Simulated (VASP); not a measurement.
# PrScO (P4/mmm) in VASP: a series of runs, part 2 of 2

VASP 6.6.1.

## Step 4: Relaxation of shape and atoms at fixed volume, PBE (18.88 Å³/atom)

This run uses another cell than the first one, of 18.88 Å³/atom.

The input, INCAR:

```
  PREC = Accurate
  ENCUT = 600
  EDIFF = 1E-7
  ISMEAR = 0
  SIGMA = 0.1
  LREAL = F
  LASPH = T
  NELM = 200
  ALGO = Normal
  ISIF = 4
  LWAVE = F
  LCHARG = F
  GGA = PE
  IBRION = 2
  NSW = 50
  EDIFFG = -0.01
  GGA_COMPAT = F
  NELMIN = 4
  LMAXMIX = 6
```

The input, KPOINTS:

```
regular mesh
0
Gamma
  10 10 8
```

The input, POSCAR:

```
PrScO
1.0
    3.6811531134      0.0000000000      0.0000000000
    0.0000000000      3.6811531134      0.0000000000
    0.0000000000      0.0000000000      4.1794317199
Pr Sc O
1 1 1
Direct
    0.0000000000      0.0000000000      0.5000000000
    0.5000000000      0.5000000000      0.0000000000
    0.5000000000      0.5000000000      0.5000000000
```

Potentials or basis: VASP PAW PBE potentials, release 64 (Pr_3, Sc_sv, O), 4f in core.

On the command line:

```console
$ cat potpaw_PBE.64/Pr_3/POTCAR potpaw_PBE.64/Sc_sv/POTCAR potpaw_PBE.64/O/POTCAR > POTCAR
$ mpirun -np 1 vasp_std > vasp.out
```

OUTCAR:

```text
PREC = Accurate
   ENCUT = 600
   EDIFF = 1E-7
   ISMEAR = 0
   LREAL = F
   LASPH = T
   NELM = 200
   ISIF = 4
   GGA = PE
   IBRION = 2
   NSW = 50
   EDIFFG = -0.01
   NELMIN = 4

 ion  position               nearest neighbor table
   1  0.000  0.000  0.500-   3 2.60   3 2.60   3 2.60   3 2.60   2 3.34   2 3.34   2 3.34   2 3.34
                             2 3.34   2 3.34   2 3.34   2 3.34
   2  0.500  0.500  0.000-   3 2.09   3 2.09   1 3.34   1 3.34   1 3.34   1 3.34   1 3.34   1 3.34
                             1 3.34   1 3.34
   3  0.500  0.500  0.500-   2 2.09   2 2.09   1 2.60   1 2.60   1 2.60   1 2.60

  LATTYP: Found a simple tetragonal cell.
 ALAT       =     3.6811531134
 C/A-ratio  =     1.1353593809

  Lattice vectors:

 A1 = (   3.6811531134,   0.0000000000,   0.0000000000)
 A2 = (   0.0000000000,   3.6811531134,   0.0000000000)
 A3 = (   0.0000000000,   0.0000000000,   4.1794317199)

Analysis of symmetry for initial positions (statically):
[... 218 lines left out ...]
  ext. energy  EPLUGINS =         0.00000000
  ---------------------------------------------------
  free energy    TOTEN  =       -21.86336972 eV

  energy without entropy =      -21.85736864  energy(sigma->0) =      -21.86036918

 E-fermi :   5.1151     XC(G=0): -10.6915

 val. band max:        5.1009318014   @ k =   0.5000   0.2000   0.3750
 cond. band min:       5.1175205629   @ k =   0.1000   0.1000   0.5000
 fundamental gap:      0.0165887616
 Fermi energy:         5.1150627157

 k-point     1 :       0.0000    0.0000    0.0000
  band No.  band energies     occupation
      1     -44.3876      2.00000
      2     -31.1193      2.00000
      3     -23.1403      2.00000
      4     -23.0091      2.00000
      5     -23.0091      2.00000
      6     -14.5315      2.00000
[... 481 lines left out ...]
      5     -23.0058      2.00000
      6     -14.9546      2.00000
[... 10 lines left out ...]
     17       7.1679      0.00000
     18       7.3913      0.00000

 [... further k-points ...]
[... 5 lines left out ...]
  --------------------------------------------------------------------------------------
  -------------------------------------------------------------------------------------
  Total        1.0500207      1.0500207      1.0098840      0.0000000      0.0000000     -0.0000000
  in kB       29.7045821     29.7045821     28.5691348      0.0000000      0.0000000     -0.0000000
  external PRESSURE =      29.3260997 kB  Pullay stress =       0.0000000 kB

 VOLUME and BASIS-vectors are now :
 -----------------------------------------------------------------------------
  energy-cutoff  :      600.00
  volume of cell :       56.64
      direct lattice vectors                 reciprocal lattice vectors
     3.664407410  0.000000000 -0.000000000     0.272895420 -0.000000000 -0.000000000
     0.000000000  3.664407410 -0.000000000    -0.000000000  0.272895420 -0.000000000
     0.000000000  0.000000000  4.217717549     0.000000000  0.000000000  0.237095061

 POSITION                                       TOTAL-FORCE (eV/Angst)
 -----------------------------------------------------------------------------------
      0.00000      0.00000      2.10886         0.000000      0.000000      0.000000
      1.83220      1.83220     -0.00000        -0.000000     -0.000000      0.000000
      1.83220      1.83220      2.10886         0.000000      0.000000      0.000000
 -----------------------------------------------------------------------------------
    total drift:                                0.000000      0.000000     -0.000000

  FREE ENERGIE OF THE ION-ELECTRON SYSTEM (eV)
  ---------------------------------------------------
  free  energy   TOTEN  =       -21.8633697217 eV

  energy  without entropy=      -21.8573686385  energy(sigma->0) =      -21.86036918

 reached required accuracy - stopping structural energy minimisation
```

CONTCAR:

```text
PrScO
   1.00000000000000
     3.6644074102099506    0.0000000000000000   -0.0000000000000000
     0.0000000000000000    3.6644074102099506   -0.0000000000000000
     0.0000000000000000    0.0000000000000000    4.2177175492977961
  Pr              Sc              O
     1     1     1
Direct
     0.0000000000000000    0.0000000000000000    0.5000000000000000
     0.5000000000000000    0.5000000000000000    0.0000000000000000
     0.5000000000000000    0.5000000000000000    0.5000000000000000

  0.00000000E+00  0.00000000E+00  0.00000000E+00
  0.00000000E+00  0.00000000E+00  0.00000000E+00
  0.00000000E+00  0.00000000E+00  0.00000000E+00
```

It took 2.6 min on 1 thread of AMD EPYC 9R14 (Zen 4), shared host; peak memory 0.27 GiB.

Results:

* Free energy: -21.8634 eV
* Energy gained by relaxing: 1.2 meV/atom
* Ionic steps: 2
* Pressure after relaxing: 2.9 GPa
* Band gap on the k mesh: zero (bands 14 and 15 overlap by 1.53 eV)

Stress tensor (GPa, compression positive):
```
2.97 0.00 0.00
0.00 2.97 0.00
0.00 0.00 2.86
```

The path:
```
step  energy change (eV)  largest force (eV/Å)  pressure (GPa)  volume (Å³)
   1              0.0000                0.0000            3.35        56.64
   2             -0.0037                0.0000            2.93        56.64
```

Final structure:
```yaml
crystal:
  lattice:
    - [3.66441, 0.00000, 0.00000]
    - [0.00000, 3.66441, 0.00000]
    - [0.00000, 0.00000, 4.21772]
  atoms:
    - { symbol: Pr, position: [0.00000, 0.00000, 0.50000] }
    - { symbol: Sc, position: [0.50000, 0.50000, 0.00000] }
    - { symbol: O, position: [0.50000, 0.50000, 0.50000] }
```

Levels at points of the mesh, in eV from the Fermi level:
```tsv
k point	band 12	band 13	band 14	band 15	band 16	band 17
(0.00, 0.00, 0.00)	-4.37	-3.57	-1.85	1.03	1.03	1.94
(0.50, 0.00, 0.00)	-4.80	-1.15	-0.45	1.11	1.78	2.02
(0.50, 0.50, 0.00)	-4.35	-1.48	-0.90	-0.90	2.63	3.01
(0.00, 0.00, 0.50)	-4.67	-1.51	-0.63	0.23	1.95	2.23
(0.50, 0.00, 0.50)	-5.96	-1.84	0.49	1.28	1.71	3.05
(0.50, 0.50, 0.50)	-4.66	-1.00	-1.00	0.50	2.51	2.51
```

Caveat: spin-orbit coupling is left out, which moves the levels of the heavy elements; the 4f electrons are frozen in the core, so they carry no moment and show no levels; the run has no spin polarisation, though such a crystal can be magnetic. With open d or f shells a metallic result of PBE can be an artefact of self-interaction; +U or a hybrid may open a gap.

## Step 5: The runs side by side

| cell | gap on the mesh (eV) | pressure (GPa) |
| --- | --- | --- |
| relaxed from a = 3.586, b = 3.586, c = 4.132 Å, 3 atoms | none | 10.3 |
| relaxed from a = 3.634, b = 3.634, c = 4.157 Å, 3 atoms | none | 6.3 |
| relaxed from a = 3.681, b = 3.681, c = 4.179 Å, 3 atoms | none | 2.9 |

Alike in all rows: task relaxation of shape and atoms at fixed volume; level PBE; potentials or basis VASP PAW PBE potentials, release 64 (Pr_3, Sc_sv, O), 4f in core; no spin polarisation; k mesh 10 × 10 × 8; cutoff (eV) 600; smearing gaussian 0.1 eV.

Caveats: spin-orbit coupling is left out, which moves the levels of the heavy elements; the 4f electrons are frozen in the core, so they carry no moment and show no levels; the run has no spin polarisation, though such a crystal can be magnetic.

Absolute energies hang on the potentials; compare differences alone.

The gap in the log of VASP goes by the Fermi energy; the results here count the filled bands.